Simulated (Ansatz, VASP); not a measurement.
**MgGe4 in VASP and in Ansatz**

File INCAR:

```
SYSTEM = MgGe4
ALGO = Normal
EDIFF = 1E-6
EDIFFG = -0.04
ENCUT = 600
GGA = PE
IBRION = 2
ISIF = 3
ISMEAR = 0
IVDW = 12
LASPH = .TRUE.
LCHARG = .FALSE.
LREAL = .FALSE.
LWAVE = .FALSE.
NELM = 60
NSW = 90
PREC = Accurate
SIGMA = 0.1
```

KPOINTS

```
k-points
0
G
  4 4 4
  0 0 0
```

POSCAR

```
MgGe4
1.0
    3.8024836900      0.0000000000      0.0000000000
    0.0000000000      3.8024836900      0.0000000000
    0.0000000000      0.0000000000      6.8002406900
Mg Ge
1 4
Direct
    0.0000000000      0.0000000000      0.0000000000
    0.0000000000      0.5000000000      0.7779313400
    0.5000000000      0.0000000000      0.7779313400
    0.0000000000      0.5000000000      0.2220686600
    0.5000000000      0.0000000000      0.2220686600
```

Input for Ansatz:

```yaml
crystal:
  lattice:
    - [3.80248369, 0.0, 0.0]
    - [0.0, 3.80248369, 0.0]
    - [0.0, 0.0, 6.80024069]
  atoms:
    - { symbol: Mg, position: [0.0, 0.0, 0.0] }
    - { symbol: Ge, position: [0.0, 0.5, 0.77793134] }
    - { symbol: Ge, position: [0.5, 0.0, 0.77793134] }
    - { symbol: Ge, position: [0.0, 0.5, 0.22206866] }
    - { symbol: Ge, position: [0.5, 0.0, 0.22206866] }
basis:
  ecutwfc: 420
kpoints:
  mp_grid: { grid: [4, 4, 4] }
hamiltonian:
  xc: pbe
  dispersion: d3bj
scf:
  occupations: { method: gaussian, width: 0.1 }
  lower_state_search: "off"
output:
  forces: true
  stress: true
  eigenvalues: true
relax:
  adjacent_minimum: "off"
  f_tol: 0.04
  max_steps: 70
  cell: { stress_tol: 0.4 }
```

Alike in both runs: task relaxation of cell and atoms; functional PBE; dispersion D3(BJ); k mesh 4 × 4 × 4; occupations gaussian, width 0.1 eV; no spin polarisation.

```csv
,VASP,Ansatz
version,VASP 6.6.1,Ansatz 0.2.0
potentials or method,"VASP PAW PBE potentials, release 64 (Mg, Ge_d), cutoff 600 eV","scalar-relativistic, plane waves, PAW"
valence electrons in the cell,58,66
```

```csv
,VASP,Ansatz,Ansatz less VASP
"gap on the k mesh at the Fermi level, each at its own relaxed structure (eV)",none,none,-
relaxed volume (Å³/atom),19.77,19.79,+0.023
relaxed length of the cell vector where the two differ most in proportion (Å),6.399,6.403,+0.0041
```

A gap of «none» marks a metal or a gap that the smearing closes. VASP's potentials hold 58 valence electrons a cell and Ansatz's 66, so a difference there can come from the potentials and not from the codes.

The k mesh is coarse, so the values compare programs but aren't converged.
